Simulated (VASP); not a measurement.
# Ti (I4/mmm) in VASP: notebook

Runs on Ti. Level: PBE. Tasks: electric field gradients.

All numbers are computed with VASP 6.6.1; they aren't measurements. Logs are shortened: lines on timing, memory, paths and dates and some standing lists are left out, and cuts for length are marked.

## (1) The cell of the first run

Symmetry: I4/mmm, No. 139, tetragonal system. The conventional cell has a = 2.871 Å, b = 2.871 Å, c = 4.019 Å, α = 90.00°, β = 90.00°, γ = 90.00°. Within 3.8 Å of Ti (site symmetry 4/mmm) lie 12 Ti at 2.86 to 2.87 Å.

## (2) Electric field gradients, PBE (zz strain of -1 %)

File INCAR:

```
PREC = Accurate
ENCUT = 520
EDIFF = 1E-8
ISMEAR = -1
SIGMA = 0.05
LREAL = False
LASPH = True
NELM = 60
ALGO = Normal
ISIF = 2
LWAVE = False
LCHARG = False
GGA = PE
LEFG = True
NBANDS = 12
```

File KPOINTS:

```
Automatic mesh
0
Gamma
  15 15 15
```

File POSCAR:

```
Ti
1.0
    0.0000000000      2.0300000000      2.0097000000
    2.0300000000      0.0000000000      2.0097000000
    2.0300000000      2.0300000000      0.0000000000
Ti
1
Direct
    0.0000000000      0.0000000000      0.0000000000
```

Potentials or basis: VASP PAW PBE potentials, release 64 (Ti_sv).

Launch:

```bash
$ cat potpaw_PBE.64/Ti_sv/POTCAR > POTCAR
$ mpirun -np 1 vasp_std > vasp.out
```

OUTCAR:

```text
PREC = Accurate
   ENCUT = 520
   EDIFF = 1E-8
   ISMEAR = -1
   LREAL = False
   LASPH = True
   NELM = 60
   ISIF = 2
   GGA = PE

 ion  position               nearest neighbor table
   1  0.000  0.000  0.000-

  LATTYP: Found a body centered tetragonal cell.
 ALAT       =     2.8708535316
 C/A-ratio  =     1.4000714267

  Lattice vectors:

 A1 = (   0.0000000000,  -2.0300000000,  -2.0097000000)
 A2 = (   0.0000000000,   2.0300000000,  -2.0097000000)
 A3 = (   2.0300000000,   0.0000000000,   2.0097000000)

Analysis of symmetry for initial positions (statically):
=====================================================================
 Subroutine PRICEL returns:
 Original cell was already a primitive cell.

 Routine SETGRP: Setting up the symmetry group for a
 body centered tetragonal supercell.

 Subroutine GETGRP returns: Found 16 space group operations
 (whereof 16 operations were pure point group operations)
 out of a pool of 16 trial point group operations.

The static configuration has the point symmetry D_4h.

Analysis of symmetry for dynamics (positions and initial velocities):
=====================================================================
 Subroutine PRICEL returns:
 Original cell was already a primitive cell.

 Routine SETGRP: Setting up the symmetry group for a
 body centered tetragonal supercell.

 Subroutine GETGRP returns: Found 16 space group operations
 (whereof 16 operations were pure point group operations)
 out of a pool of 16 trial point group operations.

The dynamic configuration has the point symmetry D_4h.

 Subroutine INISYM returns: Found 16 space group operations
 (whereof 16 operations are pure point group operations),
 and found     1 'primitive' translations

----------------------------------------------------------------------------------------

                                     Primitive cell

  volume of cell :      16.5635

  direct lattice vectors                    reciprocal lattice vectors
     0.000000000  2.030000000  2.009700000    -0.246305419  0.246305419  0.248793352
     2.030000000  0.000000000  2.009700000     0.246305419 -0.246305419  0.248793352
     2.030000000  2.030000000  0.000000000     0.246305419  0.246305419 -0.248793352

  length of vectors
     2.856535330  2.856535330  2.870853532     0.428054729  0.428054729  0.428054729

  position of ions in fractional coordinates (direct lattice)
     0.000000000  0.000000000  0.000000000

  ion indices of the primitive-cell ions
   primitive index   ion index
                 1           1

----------------------------------------------------------------------------------------

 KPOINTS: Automatic mesh

Automatic generation of k-mesh.
 Grid dimensions read from file:
 generate k-points for:   15   15   15

 Generating k-lattice:

  Cartesian coordinates                     Fractional coordinates (reciprocal lattice)
    -0.016420361  0.016420361  0.016586223     0.066666667  0.000000000  0.000000000
     0.016420361 -0.016420361  0.016586223     0.000000000  0.066666667  0.000000000
     0.016420361  0.016420361 -0.016586223     0.000000000  0.000000000  0.066666667

  Length of vectors
     0.028536982  0.028536982  0.028536982

  Shift w.r.t. Gamma in fractional coordinates (k-lattice)
     0.000000000  0.000000000  0.000000000

 Subroutine IBZKPT returns following result:
 ===========================================

 Found    288 irreducible k-points:

 Following reciprocal coordinates:
            Coordinates               Weight
  0.000000  0.000000  0.000000      1.000000
  0.066667  0.000000  0.000000      8.000000
  0.133333  0.000000  0.000000      8.000000
  0.200000  0.000000  0.000000      8.000000
  0.266667  0.000000  0.000000      8.000000
  0.333333 -0.000000  0.000000      8.000000
[... 16 lines left out ...]
  0.133333  0.133333  0.000000      2.000000
  0.200000  0.133333  0.000000      8.000000
 [... further k-points ...]
   k-points           NKPTS =    288   k-points in BZ     NKDIM =    288   number of bands    NBANDS=     12
   number of dos      NEDOS =    301   number of ions     NIONS =      1
   total plane-waves  NPLWV =  13824
   dimension x,y,z NGX =    24 NGY =   24 NGZ =   24
   dimension x,y,z NGXF=    48 NGYF=   48 NGZF=   48
   ions per type =               1
   NGX,Y,Z   is equivalent  to a cutoff of  13.97, 13.97, 13.90 a.u.
   NGXF,Y,Z  is equivalent  to a cutoff of  27.94, 27.94, 27.80 a.u.
 SYSTEM =  unknown system
   PREC   = accura    normal or accurate (medium, high low for compatibility)
   ISTART =      0    job   : 0-new  1-cont  2-samecut
   ICHARG =      2    charge: 1-file 2-atom 10-const
   ISPIN  =      1    spin polarized calculation?
   LNONCOLLINEAR =      F non collinear calculations
   LSORBIT =      F    spin-orbit coupling
   LASPH  =      T    aspherical Exc in radial PAW
   ENCUT  =  520.0 eV  38.22 Ry    6.18 a.u.   5.31  5.31  5.34*2*pi/ulx,y,z
   NELM   =     60;   NELMIN=  2; NELMDL= -5     # of ELM steps
   EDIFF  = 0.1E-07   stopping-criterion for ELM
   LREAL  =      F    real-space projection
   EDIFFG = 0.1E-06   stopping-criterion for IOM
   NSW    =      0    number of steps for IOM
   IBRION =     -1    ionic relax: 0-MD 1-quasi-New 2-CG
   NFREE  =      0    steps in history (QN), initial steepest desc. (CG)
   ISIF   =      2    stress and relaxation
   ISYM   =      2    0-nonsym 1-usesym 2-fastsym
   POTIM  = 0.5000    time-step for ionic-motion
   TEBEG  =    0.0;   TEEND  =   0.0 temperature during run
   PSTRESS=    0.0 pullay stress
   NELECT =      12.0000    total number of electrons
   NUPDOWN=      -1.0000    fix difference up-down
   EMIN   =  10.00;   EMAX   =-10.00  energy-range for DOS
   EFERMI =   0.00;   METHOD = LEGACY
   ISMEAR =    -1;   SIGMA  =   0.05  broadening in eV -4-tet -1-fermi 0-gaus
   EFERMI_NEDOS =   21; number of points for ismear=-14 and -15
   IALGO  =     38    algorithm
   IMIX   =      4    mixing-type and parameters
     AMIX     =   0.40;   BMIX     =  1.00
     AMIX_MAG =   1.60;   BMIX_MAG =  1.00
  volume/ion in A,a.u.               =      16.56       111.78
  Fermi-wavevector in a.u.,A,eV,Ry     =   1.470339  2.778538 29.414392  2.161897
  Thomas-Fermi vector in A             =   2.585608
   LORBIT       =      0    0 simple, 1 ext, 2 COOP (PROOUT), +10 PAW based schemes
   GGA     = PE    functional components
   LHFCALC =     F    Hartree Fock is set to
   AEXX    =    0.0000 exact exchange contribution
   IVDW    =     0    specifies the selected vdW correction
   LEPSILON=     F    determine dielectric tensor
   LRPA    =     F    only Hartree local field effects (RPA)
 non-spin polarized calculation
  energy-cutoff  :      520.00
  volume of cell :       16.56
 maximum number of plane-waves:       459
 NGX is ok and might be reduce to    24
   NGX = 11   NGY = 11   NGZ = 11

 number of electron      12.0000001 magnetization

 Free energy of the ion-electron system (eV)
  ---------------------------------------------------
  ext. energy  EPLUGINS =         0.00000000
  ---------------------------------------------------
  free energy    TOTEN  =        -7.77206689 eV

  energy without entropy =       -7.75843443  energy(sigma->0) =       -7.76525066

 E-fermi :   8.7361     XC(G=0): -11.7243

 val. band max:        8.7348348723   @ k =  -0.4000   0.1333   0.3333
 cond. band min:       8.7435489690   @ k =  -0.2667   0.3333   0.2000
 fundamental gap:      0.0087140967
 Fermi energy:         8.7361280138

 k-point     1 :       0.0000    0.0000    0.0000
  band No.  band energies     occupation
      1     -47.9009      2.00000
      2     -23.7021      2.00000
      3     -23.7021      2.00000
      4     -23.6995      2.00000
      5       2.5268      2.00000
      6       9.6083      0.00000
      7       9.6083      0.00000
      8       9.6899      0.00000
      9      11.3255      0.00000
     10      11.4222      0.00000
     11      24.2455      0.00000
     12      28.8699      0.00000
[... 331 lines left out ...]
 k-point    24 :       0.2000    0.1333    0.0000
  band No.  band energies     occupation
      1     -47.8481      2.00000
      2     -23.9244      2.00000
      3     -23.7728      2.00000
      4     -23.7648      2.00000
      5       3.8090      2.00000
      6       8.8240      0.29420
      7      10.0957      0.00000
      8      10.1414      0.00000
      9      10.7195      0.00000
     10      11.6041      0.00000
     11      24.8547      0.00000
     12      25.5741      0.00000

 [... further k-points ...]

------------------------ aborting loop because EDIFF is reached ----------------------------------------

  FORCE on cell =-STRESS in cart. coord.  units (eV):
  Direction    XX          YY          ZZ          XY          YZ          ZX
  --------------------------------------------------------------------------------------
  -------------------------------------------------------------------------------------
  Total        0.5420890      0.5420890      0.5875787      0.0000000     -0.0000000     -0.0000000
  in kB       52.4357985     52.4357985     56.8359729      0.0000000     -0.0000000     -0.0000000
  external PRESSURE =      53.9025233 kB  Pullay stress =       0.0000000 kB

 VOLUME and BASIS-vectors are now :
 -----------------------------------------------------------------------------
  energy-cutoff  :      520.00
  volume of cell :       16.56
      direct lattice vectors                 reciprocal lattice vectors
     0.000000000  2.030000000  2.009700000    -0.246305419  0.246305419  0.248793352
     2.030000000  0.000000000  2.009700000     0.246305419 -0.246305419  0.248793352
     2.030000000  2.030000000  0.000000000     0.246305419  0.246305419 -0.248793352

 POSITION                                       TOTAL-FORCE (eV/Angst)
 -----------------------------------------------------------------------------------
      0.00000      0.00000      0.00000         0.000000      0.000000      0.000000
 -----------------------------------------------------------------------------------
    total drift:                                0.000000      0.000000      0.000000

  FREE ENERGIE OF THE ION-ELECTRON SYSTEM (eV)
  ---------------------------------------------------
  free  energy   TOTEN  =        -7.7720668888 eV

  energy  without entropy=       -7.7584344345  energy(sigma->0) =       -7.76525066

 Electric field gradients (V/A^2)
---------------------------------------------------------------------
 ion       V_xx      V_yy      V_zz      V_xy      V_xz      V_yz
---------------------------------------------------------------------
   1      -0.329    -0.329     0.658    -0.000    -0.001    -0.001
---------------------------------------------------------------------

 Electric field gradients after diagonalization (V/A^2)
 (convention: |V_zz| > |V_xx| > |V_yy|)
----------------------------------------------------------------------
 ion       V_xx      V_yy      V_zz     asymmetry (V_yy - V_xx)/ V_zz
----------------------------------------------------------------------
   1      -0.329    -0.329     0.658       0.001
----------------------------------------------------------------------

           NMR quadrupolar parameters

 Cq : quadrupolar parameter    Cq=e*Q*V_zz/h
 eta: asymmetry parameters     (V_yy - V_xx)/ V_zz
 Q  : nuclear electric quadrupole moment in mb (millibarn)
----------------------------------------------------------------------
 ion       Cq(MHz)       eta       Q (mb)
----------------------------------------------------------------------
   1       0.002       0.001       1.000
----------------------------------------------------------------------
```

Run time: 57 s. Hardware: 1 thread of Intel Xeon Platinum 8259CL at 2.50GHz (Skylake/Cascade Lake), shared host; peak memory 0.18 GiB.

What came out:

```
Free energy                             : -7.7721 eV
Pressure                                : 5.4 GPa
Band gap on the k mesh                  : zero (bands 6 and 7 overlap by 1.18 eV)
Largest electric field gradient by atom : Ti +0.7 V/Å²
```

Electric field gradients, principal values (V/Å²):
```csv
atom,least,middle,greatest (by size)
1 Ti,-0.329,-0.329,0.658
```

Caveat: the cell differs from its parent crystal (zz strain of -1 %); the cell stands under pressure; without QUAD_EFG the Cq values of the log hold for a quadrupole moment of 1 mb, not for the nuclei.

(Part 1 of 2 ends here.)
